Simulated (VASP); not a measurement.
Here is a VASP 6.6.1 calculation.

Contents of INCAR:

```
SYSTEM = Zn
PREC     = Accurate       ! precision mode
ENCUT    = 520            ! plane-wave cutoff, eV
EDIFF    = 1E-6           ! SCF threshold, eV
ISMEAR   = -1             ! smearing method
SIGMA    = 0.06122561905347299 ! smearing width, eV
LREAL    = .False.        ! projectors in reciprocal space
LASPH    = .True.         ! aspherical terms in the spheres
NELM     = 100            ! most SCF steps
ALGO     = Normal         ! electronic algorithm
ISIF     = 2              ! what is computed and relaxed
LWAVE    = .False.        ! write WAVECAR
LCHARG   = .False.        ! write CHGCAR
GGA      = PE             ! functional
NBANDS   = 12             ! bands
```

Contents of KPOINTS:

```
Automatic mesh
0
Gamma
  21 21 21
  0 0 0
```

Contents of POSCAR:

```
Zn
1.0
    2.5775148335      0.0000000000      0.0000000000
    0.0000000000      2.5775148335      0.0000000000
    0.0000000000      0.0000000000      2.5775148335
Zn
1
Direct
    0.0000000000      0.0000000000      0.0000000000
```

Potentials or basis: VASP PAW PBE potentials, release 64 (Zn).

The run is started by

```console
$ cat potpaw_PBE.64/Zn/POTCAR > POTCAR
$ mpirun -np 1 vasp_std > vasp.out
```

Q: Predict the pressure.

A: 3.6 GPa.

Q: Estimate the band gap on the k mesh.

A: Zero (band 6 reaches 7.49 eV, above the bottom of band 7 at -0.20 eV).
